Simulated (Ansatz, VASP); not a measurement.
**One calculation of PtSe2, two programs**

```
Pt Se
1.0
     4.05437    0.00000    0.00000
    -2.02718    3.75615    0.00000
     0.00000    0.00000    4.82192
Pt Se
1 2
Direct
  0.00000 0.00000 0.00000
  0.33333 0.66667 0.26552
  0.66667 0.33333 0.73448
```

Change from the starting cell: normal strain along x +0.0750, normal strain along y +0.1500.

Alike in both runs: task single point; functional PBE; dispersion D3(BJ); k mesh 12 × 12 × 8; occupations gaussian, width 0.15 eV; no spin polarisation.

```csv
,VASP,Ansatz
version,VASP 6.6.1,Ansatz 0.2.0
potentials or method,"VASP PAW PBE potentials, release 64 (Pt, Se), cutoff 520 eV","scalar-relativistic, plane waves, PAW"
valence electrons in the cell,22,50
```

|  | VASP | Ansatz | Ansatz less VASP |
| --- | --- | --- | --- |
| gap on the k mesh at the Fermi level (eV) | none | none | - |
| pressure (GPa) | -16.8 | -16.8 | +0.04 |
| traceless stress, the component that is largest in VASP (GPa) | 6.84 | 6.84 | +0.005 |
| rms of the force components (eV/Å) | 0.552 | 0.553 | +0.0011 |

Atom by atom the forces differ by 0.001 eV/Å (rms over components). A gap of «none» marks a metal or a gap that the smearing closes. VASP's potentials hold 22 valence electrons a cell and Ansatz's 50, so a difference there can come from the potentials and not from the codes.

Neither program's run includes spin-orbit coupling.
